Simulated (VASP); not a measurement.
# Al5Ni (P-6m2) in VASP: a series of runs, part 3 of 3

VASP 6.6.1. The steps go on from the part before.

## (5) Relaxation of cell and atoms, PBE, collinear spin, ferromagnetic start

File INCAR:

```
SYSTEM = Al5Ni
PREC = Accurate
ENCUT = 600
EDIFF = 1E-6
ISMEAR = 0
SIGMA = 0.1
LREAL = .FALSE.
LASPH = .TRUE.
NELM = 150
ALGO = Fast
ISIF = 3
LWAVE = .FALSE.
LCHARG = .FALSE.
ISPIN = 2
MAGMOM = 0 0 0 0 0 2
LORBIT = 11
LMAXMIX = 4
GGA = PE
IBRION = 2
NSW = 90
EDIFFG = -0.04
```

File KPOINTS:

```
Automatic mesh
0
G
  6 6 2
  0 0 0
```

File POSCAR:

```
Al5Ni
1.0
    2.7155002000      0.0000000000      0.0000000000
   -1.3577501000      2.3516921600      0.0000000000
    0.0000000000      0.0000000000     13.8035682700
Al Ni
5 1
Direct
    0.3333333300      0.6666666700      0.6666666700
    0.3333333300      0.6666666700      0.3333333300
    0.6666666700      0.3333333300      0.8333333300
    0.6666666700      0.3333333300      0.1666666700
    0.6666666700      0.3333333300      0.5000000000
    0.3333333300      0.6666666700      0.0000000000
```

Potentials or basis: VASP PAW PBE potentials, release 64 (Al, Ni).

On the command line:

```console
cat potpaw_PBE.64/Al/POTCAR potpaw_PBE.64/Ni/POTCAR > POTCAR
mpirun -np 1 vasp_std > vasp.out
```

OUTCAR:

```text
SYSTEM = Al5Ni
   PREC = Accurate
   ENCUT = 600
   EDIFF = 1E-6
   ISMEAR = 0
   LREAL = .FALSE.
   LASPH = .TRUE.
   NELM = 150
   ISIF = 3
   ISPIN = 2
   LORBIT = 11
   GGA = PE
   IBRION = 2
   NSW = 90
   EDIFFG = -0.04

 ion  position               nearest neighbor table
   1  0.333  0.667  0.667-   3 2.78   3 2.78   3 2.78   5 2.78   5 2.78   5 2.78
   2  0.333  0.667  0.333-   4 2.78   4 2.78   4 2.78   5 2.78   5 2.78   5 2.78
   3  0.667  0.333  0.833-   1 2.78   1 2.78   1 2.78   6 2.78   6 2.78   6 2.78
   4  0.667  0.333  0.167-   2 2.78   2 2.78   2 2.78   6 2.78   6 2.78   6 2.78
   5  0.667  0.333  0.500-   1 2.78   2 2.78   1 2.78   2 2.78   1 2.78   2 2.78
   6  0.333  0.667  0.000-   3 2.78   4 2.78   3 2.78   4 2.78   3 2.78   4 2.78

  LATTYP: Found a hexagonal cell.
 ALAT       =     2.7155002000
 C/A-ratio  =     5.0832506917
[... 424 lines left out ...]
      3      -1.6473      1.00000
      4       0.4795      1.00000
      5       0.9357      1.00000
      6       4.4629      1.00000
[... 256 lines left out ...]
      3       4.8775      1.00000
      4       4.8998      1.00000
      5       5.1679      1.00000
      6       5.2983      1.00000
[... 9 lines left out ...]
     16       8.7319      0.00000
     17       8.7935      0.00000
 Fermi energy:         8.2679970665

 spin component 2

 k-point     1 :       0.0000    0.0000    0.0000
  band No.  band energies     occupation
      1      -2.7453      1.00000
      2      -2.0876      1.00000
      3      -1.6473      1.00000
      4       0.4795      1.00000
      5       0.9357      1.00000
      6       4.4629      1.00000
[... 302 lines left out ...]
  FREE ENERGIE OF THE ION-ELECTRON SYSTEM (eV)
  ---------------------------------------------------
  free  energy   TOTEN  =       -25.0328951436 eV

  energy  without entropy=      -25.0220194232  energy(sigma->0) =      -25.02745728

 reached required accuracy - stopping structural energy minimisation

 total charge

# of ion       s       p       d       tot
------------------------------------------
    1        0.429   0.337   0.000   0.766
    2        0.429   0.337   0.000   0.766
    3        0.420   0.370   0.000   0.791
    4        0.420   0.370   0.000   0.791
    5        0.452   0.322   0.000   0.774
    6        0.440   0.467   8.448   9.354
--------------------------------------------------
tot          2.590   2.203   8.448  13.241

 magnetization (x)

# of ion       s       p       d       tot
------------------------------------------
    1        0.000   0.000   0.000   0.000
    2        0.000   0.000   0.000   0.000
    3       -0.000   0.000   0.000  -0.000
    4       -0.000   0.000   0.000  -0.000
    5       -0.000  -0.000   0.000  -0.000
    6       -0.000   0.000  -0.000  -0.000
--------------------------------------------------
tot          0.000   0.000  -0.000  -0.000
```

CONTCAR:

```text
Al5Ni
   1.00000000000000
     2.8323565473466705    0.0000000000000000   -0.0000000000000000
    -1.4161782736733353    2.4528927256943764    0.0000000000000000
     0.0000000000000000   -0.0000000000000000   13.1939189547580398
  Al              Ni
     5     1
Direct
     0.3333333300000021    0.6666666699999979    0.6819830990892412
     0.3333333300000021    0.6666666699999979    0.3180169009107589
     0.6666666699999979    0.3333333300000021    0.8597898118104695
     0.6666666699999979    0.3333333300000021    0.1402101881895305
     0.6666666699999979    0.3333333300000021    0.5000000000000000
     0.3333333300000021    0.6666666699999979    0.0000000000000000

  0.00000000E+00  0.00000000E+00  0.00000000E+00
  0.00000000E+00  0.00000000E+00  0.00000000E+00
  0.00000000E+00  0.00000000E+00  0.00000000E+00
  0.00000000E+00  0.00000000E+00  0.00000000E+00
  0.00000000E+00  0.00000000E+00  0.00000000E+00
  0.00000000E+00  0.00000000E+00  0.00000000E+00
```

It took 10 min on 1 thread of Intel Xeon 6975P-C (Granite Rapids), shared host; peak memory 0.32 GiB.

Results:

- Free energy: -25.0329 eV
- Relaxed volume: 15.28 Å³/atom
- Relaxed cell: a = 2.832 Å, b = 2.832 Å, c = 13.194 Å, α = 90.00°, β = 90.00°, γ = 120.00°
- Space group after relaxing (to 0.1 Å): P-6m2 (No. 187)
- Energy gained by relaxing: 530.6 meV/atom
- Ionic steps: 20
- Pressure after relaxing: 0.0 GPa
- Largest force after relaxing: 0.032 eV/Å
- Net moment: 0.00 μB per cell
- Valence electrons inside the program's atomic spheres: Al 0.77, 0.79 (each value once); Ni 9.35

Forces in eV/Å, atoms in the order of the input:
```
Al   0.000  0.000  0.032
Al   0.000  0.000 -0.032
Al   0.000  0.000  0.012
Al   0.000  0.000 -0.012
Al   0.000  0.000  0.000
Ni   0.000  0.000  0.000
```

Stress tensor (GPa, compression positive):
```
-0.10  0.00  0.00
 0.00 -0.10  0.00
 0.00  0.00  0.26
```

Step by step:
| step | energy change (eV) | largest force (eV/Å) | pressure (GPa) | volume (Å³) |
| --- | --- | --- | --- | --- |
| 1 | 0.0000 | 1.1516 | 7.78 | 88.15 |
| 2 | -2.3943 | 1.0599 | -5.24 | 97.54 |
| 3 | -2.4483 | 1.0491 | -5.27 | 97.45 |
| 4 | -2.4624 | 1.0955 | -4.05 | 95.76 |
| 5 | -2.7304 | 0.9710 | -5.15 | 96.58 |
| 6 | -2.8848 | 0.7878 | -3.93 | 97.88 |
| 7 | -2.9243 | 0.5995 | -5.31 | 97.44 |
| 8 | -2.2313 | 0.5080 | 4.84 | 88.71 |
| 9 | -3.0905 | 0.5441 | -0.29 | 91.86 |
| 10 | -3.0969 | 0.5347 | 0.52 | 90.99 |
| 11 | -3.0976 | 0.5281 | 1.28 | 90.40 |
| 12 | -3.1578 | 0.2219 | 1.14 | 90.42 |
| 13 | -3.1690 | 0.1367 | 1.12 | 90.41 |
| 14 | -3.1746 | 0.0564 | 1.33 | 90.36 |
| 15 | -3.1761 | 0.0728 | 1.24 | 90.38 |
| 16 | -3.1762 | 0.0678 | 1.26 | 90.38 |
| 17 | -3.1789 | 0.0985 | -0.97 | 92.72 |
| 18 | -3.1821 | 0.0773 | -0.15 | 91.69 |
| 19 | -3.1834 | 0.0418 | 0.01 | 91.67 |
| 20 | -3.1836 | 0.0324 | 0.02 | 91.66 |

Final structure:
```xyz
6
Lattice="2.8324 0.0000 0.0000 -1.4162 2.4529 0.0000 0.0000 0.0000 13.1939" Properties=species:S:1:pos:R:3 pbc="T T T"
Al    0.0000    1.6353    8.9980
Al    0.0000    1.6353    4.1959
Al    1.4162    0.8176   11.3440
Al    1.4162    0.8176    1.8499
Al    1.4162    0.8176    6.5970
Ni    0.0000    1.6353    0.0000
```

Levels at points of the mesh, in eV from the Fermi level:
Spin up:
| k point | band 8 | band 9 | band 10 | band 11 | band 12 | band 13 | band 14 | band 15 | band 16 | band 17 |
| --- | --- | --- | --- | --- | --- | --- | --- | --- | --- | --- |
| (0.00, 0.00, 0.00) | -1.80 | -1.72 | -1.72 | -1.49 | -1.49 | 2.00 | 3.25 | 8.89 | 9.69 | 11.17 |
| (0.50, 0.00, 0.00) | -2.85 | -1.88 | -1.79 | -1.71 | -1.39 | -0.63 | -0.44 | 0.57 | 1.89 | 2.66 |
| (0.00, 0.00, 0.50) | -1.72 | -1.72 | -1.49 | -1.49 | -1.07 | 0.42 | 5.35 | 6.40 | 11.27 | 11.27 |
| (0.50, 0.00, 0.50) | -2.82 | -2.49 | -1.99 | -1.79 | -0.63 | -0.53 | -0.05 | 0.49 | 1.34 | 1.58 |
Spin down:
```csv
k point,band 9,band 10,band 11,band 12,band 13,band 14,band 15,band 16
"(0.00, 0.00, 0.00)",-1.72,-1.72,-1.49,-1.49,2.00,3.25,8.89,9.69
"(0.50, 0.00, 0.00)",-1.88,-1.79,-1.71,-1.39,-0.63,-0.44,0.57,1.89
"(0.00, 0.00, 0.50)",-1.72,-1.49,-1.49,-1.07,0.42,5.35,6.40,11.27
"(0.50, 0.00, 0.50)",-2.49,-1.99,-1.79,-0.63,-0.53,-0.05,0.49,1.34
```

Caveat: the k points lie up to 0.43 Å⁻¹ apart in the final cell; the moments typed at the start vanished in this run.

## (6) Relaxation of cell and atoms, PBE

This run uses another cell than the first one, of 15.27 Å³/atom.

File INCAR:

```
SYSTEM = Al5Ni
PREC = Accurate ; ENCUT = 600
EDIFF = 1E-7 ; ISMEAR = 0
SIGMA = 0.1 ; LREAL = .False.
LASPH = .True. ; NELM = 80
ALGO = Fast ; ISIF = 3
LWAVE = .False. ; LCHARG = .False.
GGA = PE ; IBRION = 2
NSW = 100 ; EDIFFG = -0.01
```

File KPOINTS:

```
regular mesh
0
Gamma
  18 18 4
  0 0 0
```

File POSCAR:

```
Al5Ni
1.0
    2.8330825604      0.0000000000      0.0000000000
   -1.4165412802      2.4535214683      0.0000000000
    0.0000000000      0.0000000000     13.1833115261
Al Ni
5 1
Direct
    0.3333333333      0.6666666667      0.6819961744
    0.3333333333      0.6666666667      0.3180038256
    0.6666666667      0.3333333333      0.8596427460
    0.6666666667      0.3333333333      0.1403572540
    0.6666666667      0.3333333333      0.5000000000
    0.3333333333      0.6666666667      0.0000000000
```

Potentials or basis: VASP PAW PBE potentials, release 64 (Al, Ni).

On the command line:

```console
cat potpaw_PBE.64/Al/POTCAR potpaw_PBE.64/Ni/POTCAR > POTCAR
mpirun -np 1 vasp_std > vasp.out
```

It took 17 min on 1 thread of Intel Xeon 6975P-C (Granite Rapids), shared host; peak memory 0.4 GiB.

The run converged. Its results:

```
Free energy                           : -24.9503 eV
Relaxed volume                        : 15.24 Å³/atom
Relaxed cell                          : a = 2.837 Å, b = 2.837 Å, c = 13.122 Å, α = 90.00°, β = 90.00°, γ = 120.00°
Space group after relaxing (to 0.1 Å) : P-6m2 (No. 187)
Energy gained by relaxing             : 130.4 meV/atom
Ionic steps                           : 14
Pressure after relaxing               : -0.1 GPa
Largest force after relaxing          : 0.008 eV/Å
Band gap on the k mesh                : zero (an odd number of electrons rules out a gap without spin polarisation)
```

Forces in eV/Å, atoms in the order of the input:
```
Al   0.000  0.000  0.001
Al   0.000  0.000 -0.001
Al   0.000  0.000  0.008
Al   0.000  0.000 -0.008
Al   0.000  0.000  0.000
Ni   0.000  0.000  0.000
```

Stress tensor (GPa, compression positive):
```
-0.10  0.00  0.00
 0.00 -0.10  0.00
 0.00  0.00  0.00
```

Step by step:
| step | energy change (eV) | largest force (eV/Å) | pressure (GPa) | volume (Å³) |
| --- | --- | --- | --- | --- |
| 1 | 0.0000 | 0.2731 | 0.81 | 91.64 |
| 2 | -0.7739 | 0.1031 | -1.29 | 92.66 |
| 3 | -0.7739 | 0.1026 | -1.28 | 92.66 |
| 4 | -0.7788 | 0.0355 | -0.77 | 92.19 |
| 5 | -0.7806 | 0.0331 | -0.30 | 91.80 |
| 6 | -0.7807 | 0.0452 | -0.16 | 91.70 |
| 7 | -0.7807 | 0.0499 | -0.13 | 91.67 |
| 8 | -0.7807 | 0.0516 | -0.12 | 91.66 |
| 9 | -0.7811 | 0.0389 | -0.04 | 91.57 |
| 10 | -0.7818 | 0.0429 | 0.15 | 91.30 |
| 11 | -0.7821 | 0.0314 | -0.02 | 91.46 |
| 12 | -0.7821 | 0.0241 | -0.16 | 91.56 |
| 13 | -0.7823 | 0.0117 | -0.11 | 91.50 |
| 14 | -0.7823 | 0.0083 | -0.07 | 91.47 |

Final structure:
```yaml
crystal:
  lattice:
    - [2.83705, 0.00000, 0.00000]
    - [-1.41853, 2.45696, 0.00000]
    - [0.00000, 0.00000, 13.12231]
  atoms:
    - { symbol: Al, position: [0.33333, 0.66667, 0.68064] }
    - { symbol: Al, position: [0.33333, 0.66667, 0.31935] }
    - { symbol: Al, position: [0.66667, 0.33333, 0.85855] }
    - { symbol: Al, position: [0.66667, 0.33333, 0.14145] }
    - { symbol: Al, position: [0.66667, 0.33333, 0.50000] }
    - { symbol: Ni, position: [0.33333, 0.66667, 0.00000] }
```

Levels at points of the mesh, in eV from the Fermi level:
```csv
k point,band 9,band 10,band 11,band 12,band 13,band 14,band 15,band 16
"(0.00, 0.00, 0.00)",-1.88,-1.85,-1.62,-1.62,2.03,3.27,8.97,9.77
"(0.50, 0.00, 0.00)",-1.97,-1.92,-1.82,-1.48,-0.80,-0.55,0.46,1.81
"(0.00, 0.00, 0.50)",-1.88,-1.62,-1.62,-1.07,0.41,5.41,6.45,11.05
"(0.50, 0.00, 0.50)",-2.60,-2.10,-1.92,-0.80,-0.65,-0.10,0.37,1.29
```
